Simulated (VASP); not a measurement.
Set up this calculation in VASP 6.6.1, as the native input.

```yaml
Task: single point
Functional: r2SCAN
Potentials_or_basis: VASP PAW PBE potentials, release 64 (Mn_pv)
Cutoff: 520 eV
k_mesh: 10 × 10 × 10
Occupations: gaussian, width 0.1 eV
Spin: collinear spin, ferromagnetic start
Starting_moments: "[4.0] μB"
Dipole_correction: no
Further_INCAR_settings: ALGO = Normal; EDIFF = 1e-07; NBANDS = 16
```

Mn:

```
Mn
1.0
    -1.30582    1.30582    1.98662
     1.30582   -1.30582    1.98662
     1.30582    1.30582   -1.98662
Mn
1
Direct
  0.00000 0.00000 0.00000
```

These files were run (other wordings do the same):

POSCAR

```
Mn
1.0
   -1.3058206205      1.3058206205      1.9866155791
    1.3058206205     -1.3058206205      1.9866155791
    1.3058206205      1.3058206205     -1.9866155791
Mn
1
Direct
    0.0000000000      0.0000000000      0.0000000000
```

INCAR.step1

```
SYSTEM = Mn
  ALGO = Normal
  EDIFF = 1E-4
  ENCUT = 520
  GGA = PE
  ISMEAR = 0
  ISPIN = 2
  LASPH = .True.
  LCHARG = .False.
  LMAXMIX = 4
  LREAL = .False.
  LWAVE = .True.
  MAGMOM = 4
  NBANDS = 16
  NELM = 150
  PREC = Accurate
  SIGMA = 0.1
```

INCAR.step2

```
SYSTEM = Mn
  ALGO = Normal
  EDIFF = 1E-7
  ENCUT = 520
  ISIF = 2
  ISMEAR = 0
  ISPIN = 2
  ISTART = 1
  LASPH = .True.
  LCHARG = .True.
  LELF = .True.
  LMAXMIX = 4
  LMIXTAU = .True.
  LORBIT = 11
  LREAL = .False.
  LVHAR = .True.
  LWAVE = .False.
  MAGMOM = 4
  METAGGA = R2SCAN
  NBANDS = 16
  NELM = 150
  PREC = Accurate
  SIGMA = 0.1
```

KPOINTS

```
k-points
0
Gamma
  10 10 10
  0 0 0
```

Potentials or basis: VASP PAW PBE potentials, release 64 (Mn_pv).

Launch:

```sh
$ cat potpaw_PBE.64/Mn_pv/POTCAR > POTCAR
$ cp INCAR.step1 INCAR
$ mpirun -np 1 vasp_std > vasp.out
$ cp INCAR.step2 INCAR
$ mpirun -np 1 vasp_std > vasp.out
```

Results of the run:

```yaml
Pressure: 15.9 GPa
Net_moment: 3.67 μB per cell
Site_moments: Mn +3.60 μB
Valence_electrons_inside_the_program's_atomic_spheres: Mn 11.68
```

Caveat: the PAW data sets were made with another functional, which shifts forces and pressure a little.

Wall time 5.5 min on 1 thread of Intel(R) Xeon(R) Platinum 8259CL CPU @ 2.50GHz (Skylake/Cascade Lake) (shared host), peak memory 0.16 GiB.
